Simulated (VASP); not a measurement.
# Te (R-3m) in VASP: a series of runs, part 2 of 2

VASP 6.6.1.

### Step 6. Single point, PBE (volume 30.962 Å^3 an atom, c/a of the conventional cell 1.2356)

INCAR reads:

```
SYSTEM = Te
PREC = Accurate
ENCUT = 520
EDIFF = 1E-7
ISMEAR = 0
SIGMA = 0.15
LREAL = .FALSE.
LASPH = .TRUE.
NELM = 100
ALGO = Normal
ISIF = 2
LWAVE = .FALSE.
LCHARG = .FALSE.
GGA = PE
NBANDS = 9
```

KPOINTS reads:

```
regular mesh
0
G
  15 15 15
  0 0 0
```

POSCAR reads:

```
Te
1.0
    2.2138621787      1.2781739248      1.8236320720
   -2.2138621787      1.2781739248      1.8236320720
    0.0000000000     -2.5563478496      1.8236320720
Te
1
Direct
    0.5000000000      0.5000000000      0.5000000000
```

Potentials or basis: VASP PAW PBE potentials, release 64 (Te).

Launch:

```sh
> cat potpaw_PBE.64/Te/POTCAR > POTCAR
> mpirun -np 1 vasp_std > vasp.out
```

OUTCAR:

```text
SYSTEM = Te
   PREC = Accurate
   ENCUT = 520
   EDIFF = 1E-7
   ISMEAR = 0
   LREAL = .FALSE.
   LASPH = .TRUE.
   NELM = 100
   ISIF = 2
   GGA = PE

 ion  position               nearest neighbor table
   1  0.500  0.500  0.500-

  LATTYP: Found a trigonal (rhomboedric) cell.
 ALAT       =     3.1401509936
 COS(alpha) =     0.0058999528

  Lattice vectors:

 A1 = (   2.2138621787,   1.2781739248,   1.8236320720)
 A2 = (  -2.2138621787,   1.2781739248,   1.8236320720)
 A3 = (   0.0000000000,  -2.5563478496,   1.8236320720)

Analysis of symmetry for initial positions (statically):
=====================================================================
 Subroutine PRICEL returns:
 Original cell was already a primitive cell.

 Routine SETGRP: Setting up the symmetry group for a
 trigonal (rhombohedral) supercell.

 Subroutine GETGRP returns: Found 12 space group operations
 (whereof 12 operations were pure point group operations)
 out of a pool of 12 trial point group operations.

The static configuration has the point symmetry D_3d.

Analysis of symmetry for dynamics (positions and initial velocities):
=====================================================================
 Subroutine PRICEL returns:
 Original cell was already a primitive cell.

 Routine SETGRP: Setting up the symmetry group for a
 trigonal (rhombohedral) supercell.

 Subroutine GETGRP returns: Found 12 space group operations
 (whereof 12 operations were pure point group operations)
 out of a pool of 12 trial point group operations.

The dynamic configuration has the point symmetry D_3d.

 Subroutine INISYM returns: Found 12 space group operations
 (whereof 12 operations are pure point group operations),
 and found     1 'primitive' translations

----------------------------------------------------------------------------------------

                                     Primitive cell

[... 104 lines left out ...]
   EFERMI_NEDOS =   21; number of points for ismear=-14 and -15
   IALGO  =     38    algorithm
   IMIX   =      4    mixing-type and parameters
     AMIX     =   0.40;   BMIX     =  1.00
     AMIX_MAG =   1.60;   BMIX_MAG =  1.00
  volume/ion in A,a.u.               =      30.96       208.94
  Fermi-wavevector in a.u.,A,eV,Ry     =   0.947361  1.790253 12.211136  0.897493
  Thomas-Fermi vector in A             =   2.075447
   LORBIT       =      0    0 simple, 1 ext, 2 COOP (PROOUT), +10 PAW based schemes
   GGA     = PE    functional components
   LHFCALC =     F    Hartree Fock is set to
   AEXX    =    0.0000 exact exchange contribution
   IVDW    =     0    specifies the selected vdW correction
   LEPSILON=     F    determine dielectric tensor
   LRPA    =     F    only Hartree local field effects (RPA)
 non-spin polarized calculation
 Gauss-broadening in eV      SIGMA  =   0.15
  energy-cutoff  :      520.00
  volume of cell :       30.96
 maximum number of plane-waves:       857
   NGX = 11   NGY = 11   NGZ = 11

 number of electron       5.9999999 magnetization

 Free energy of the ion-electron system (eV)
  ---------------------------------------------------
  ext. energy  EPLUGINS =         0.00000000
  ---------------------------------------------------
  free energy    TOTEN  =        -3.09252306 eV

  energy without entropy =       -3.08679705  energy(sigma->0) =       -3.08966006

 E-fermi :   7.1724     XC(G=0):  -9.5201

 val. band max:        7.1437241162   @ k =  -0.3333  -0.3333   0.2000
 cond. band min:       7.1755588235   @ k =  -0.2667   0.4000   0.2000
 fundamental gap:      0.0318347073
 Fermi energy:         7.1724006190

 k-point     1 :       0.0000    0.0000    0.0000
  band No.  band energies     occupation
      1      -6.8661      2.00000
      2       8.4043      0.00000
      3       8.4043      0.00000
      4       8.4447      0.00000
      5      13.1423      0.00000
      6      13.1423      0.00000
      7      13.8839      0.00000
      8      24.9616      0.00000
      9      24.9776      0.00000
[... 265 lines left out ...]
 k-point    24 :       0.2000    0.1333    0.0000
  band No.  band energies     occupation
      1      -6.1577      2.00000
      2       5.1195      2.00000
      3       6.8595      1.99683
      4       9.0509      0.00000
      5      14.0424      0.00000
      6      16.0984      0.00000
      7      17.5190      0.00000
      8      19.1192      0.00000
      9      21.3338      0.00000

 [... further k-points ...]
[... 5 lines left out ...]
  --------------------------------------------------------------------------------------
  -------------------------------------------------------------------------------------
  Total        0.6067923      0.6067923      0.6138243      0.0000000      0.0000000      0.0000000
  in kB       31.3994212     31.3994212     31.7633046      0.0000000      0.0000000      0.0000000
  external PRESSURE =      31.5207157 kB  Pullay stress =       0.0000000 kB

 VOLUME and BASIS-vectors are now :
 -----------------------------------------------------------------------------
  energy-cutoff  :      520.00
  volume of cell :       30.96
      direct lattice vectors                 reciprocal lattice vectors
     2.213862179  1.278173925  1.823632072     0.225849651  0.130394357  0.182785409
    -2.213862179  1.278173925  1.823632072    -0.225849651  0.130394357  0.182785409
     0.000000000 -2.556347850  1.823632072     0.000000000 -0.260788713  0.182785409

 POSITION                                       TOTAL-FORCE (eV/Angst)
 -----------------------------------------------------------------------------------
      0.00000      0.00000      2.73545         0.000000      0.000000     -0.000000
 -----------------------------------------------------------------------------------
    total drift:                                0.000000      0.000000     -0.000000

  FREE ENERGIE OF THE ION-ELECTRON SYSTEM (eV)
  ---------------------------------------------------
  free  energy   TOTEN  =        -3.0925230609 eV

  energy  without entropy=       -3.0867970530  energy(sigma->0) =       -3.08966006
```

stdout:

```text
POSCAR found type information on POSCAR Te
 POSCAR found :  1 types and       1 ions
 scaLAPACK will be used
 LDA part: xc-table for (Slater+PW92), standard interpolation
 POSCAR, INCAR and KPOINTS ok, starting setup
 FFT: planning ... GRIDC
 FFT: planning ... GRID_SOFT
 FFT: planning ... GRID
 WAVECAR not read
 entering main loop
```

It took 54 s on 1 thread of Intel Xeon 8259CL, shared host; peak memory 0.21 GiB.

What came out:

```yaml
Free_energy: -3.0925 eV
Pressure: 3.2 GPa
Band_gap_on_the_k_mesh: zero (band 3 reaches 9.88 eV, above the bottom of band 4 at 4.05 eV)
```

Caveat: spin-orbit coupling is left out, which moves the levels of the heavy elements.

### Step 7. Overview

| cell | gap on the mesh (eV) | pressure (GPa) |
| --- | --- | --- |
| a = 3.112 Å, angles 91.7°, 1 atom | none | 5.0 |
| a = 3.110 Å, angles 89.7°, 1 atom | none | 5.1 |
| a = 3.111 Å, angles 90.7°, 1 atom | none | 5.1 |
| a = 3.111 Å, angles 88.6°, 1 atom | none | 5.1 |
| a = 3.140 Å, angles 89.7°, 1 atom | none | 3.2 |

Alike in all rows: task single point; level PBE; potentials or basis VASP PAW PBE potentials, release 64 (Te); no spin polarisation; k mesh 15 × 15 × 15; cutoff (eV) 520; smearing gaussian 0.15 eV.

Caveats: spin-orbit coupling is left out, which moves the levels of the heavy elements.

Total energies depend on the potentials used, so only differences within one code and one set of settings carry meaning.
